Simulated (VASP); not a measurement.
Write the native input for VASP 6.6.1 that does the following.

| Quantity | Value |
| --- | --- |
| Task | single point |
| Functional | LDA |
| Potentials or basis | VASP PAW LDA potentials, release 64 (Zn, Hg) |
| Cutoff | 520 eV |
| k mesh | 11 × 11 × 11 |
| Occupations | methfessel-paxton, width 0.1 eV |
| Spin | no spin polarisation |
| Dipole correction | no |
| Further INCAR settings | ALGO = Normal; EDIFF = 1e-06; NBANDS = 32 |

The structure of ZnHg3 lies in POSCAR:

```
ZnHg3
1.0
    0.0000000000      3.4433477460      3.4433477460
    3.4433477460      0.0000000000      3.4433477460
    3.4433477460      3.4433477460      0.0000000000
Zn Hg
1 3
Direct
    0.0000000000      0.0000000000      0.0000000000
    0.2500000000      0.2500000000      0.2500000000
    0.7500000000      0.7500000000      0.7500000000
    0.5000000000      0.5000000000      0.5000000000
```

One way to write it, as run:

INCAR

```
PREC     = Accurate       # precision mode
ENCUT    = 520            # plane-wave cutoff, eV
EDIFF    = 1E-6           # SCF threshold, eV
ISMEAR   = 1              # smearing method
SIGMA    = 0.1            # smearing width, eV
LREAL    = False          # projectors in reciprocal space
LASPH    = True           # aspherical terms in the spheres
NELM     = 100            # most SCF steps
ALGO     = Normal         # electronic algorithm
ISIF     = 2              # what is computed and relaxed
LWAVE    = False          # write WAVECAR
LCHARG   = True           # write CHGCAR
LELF     = True           # ELF
LVHAR    = True         
NBANDS   = 32             # bands
```

KPOINTS

```
Automatic mesh
0
Gamma
  11 11 11
```

Potentials or basis: VASP PAW LDA potentials, release 64 (Zn, Hg).

Command:

```console
$ cat potpaw_LDA.64/Zn/POTCAR potpaw_LDA.64/Hg/POTCAR > POTCAR
$ mpirun -np 1 vasp_std > vasp.out
```

It gave:

```yaml
Pressure: 0.7 GPa
Band_gap_on_the_k_mesh: zero (bands 24 and 25 overlap by 4.39 eV)
```

Caveat: spin-orbit coupling is left out, which moves the levels of the heavy elements.

Wall time 52 s on 1 thread of Intel(R) Xeon(R) 6975P-C (Granite Rapids), on a shared host, peak memory 0.25 GiB.
